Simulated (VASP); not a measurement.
A run of VASP 6.6.1:

File POSCAR:

```
GaAs
1.0
    0.0000000000      2.8268500000      2.8268500000
    2.8268500000      0.0000000000      2.8268500000
    2.8268500000      2.8268500000      0.0000000000
As Ga
1 1
Direct
    0.7500000000      0.7500000000      0.7500000000
    0.0000000000      0.0000000000      0.0000000000
```

The input INCAR.step1:

```
ALGO = Normal
EDIFF = 1E-5
ENCUT = 520
GGA = PE
ISIF = 2
ISMEAR = -1
LASPH = T
LCHARG = F
LREAL = F
LWAVE = T
NBANDS = 16
NELM = 100
PREC = Accurate
SIGMA = 0.05
```

Contents of INCAR.step2:

```
AEXX = 0.5
ALGO = Normal
EDIFF = 1E-6
ENCUT = 520
ISIF = 2
ISMEAR = -1
ISTART = 1
LASPH = T
LCHARG = F
LHFCALC = T
LMIXTAU = T
LREAL = F
LWAVE = F
METAGGA = R2SCAN
NBANDS = 16
NELM = 100
PREC = Accurate
PRECFOCK = Normal
SIGMA = 0.05
```

File KPOINTS:

```
k-points
0
Gamma
  4 4 4
```

Potentials or basis: VASP PAW PBE potentials, release 64 (As, Ga_d).

Command:

```console
$ cat potpaw_PBE.64/As/POTCAR potpaw_PBE.64/Ga_d/POTCAR > POTCAR
$ cp INCAR.step1 INCAR
$ mpirun -np 1 vasp_std > vasp.out
$ cp INCAR.step2 INCAR
$ mpirun -np 1 vasp_std > vasp.out
```

Hardware: 1 thread of Intel(R) Xeon(R) Platinum 8375C CPU @ 2.90GHz (Ice Lake), with other jobs on the host.

**Question.** How long does it take, and how much memory?

**Answer.** Run time: 8.5 min on 1 thread of Intel(R) Xeon(R) Platinum 8375C CPU @ 2.90GHz (Ice Lake), with other jobs on the host, peak memory 0.18 GiB. Counts: k points 8.
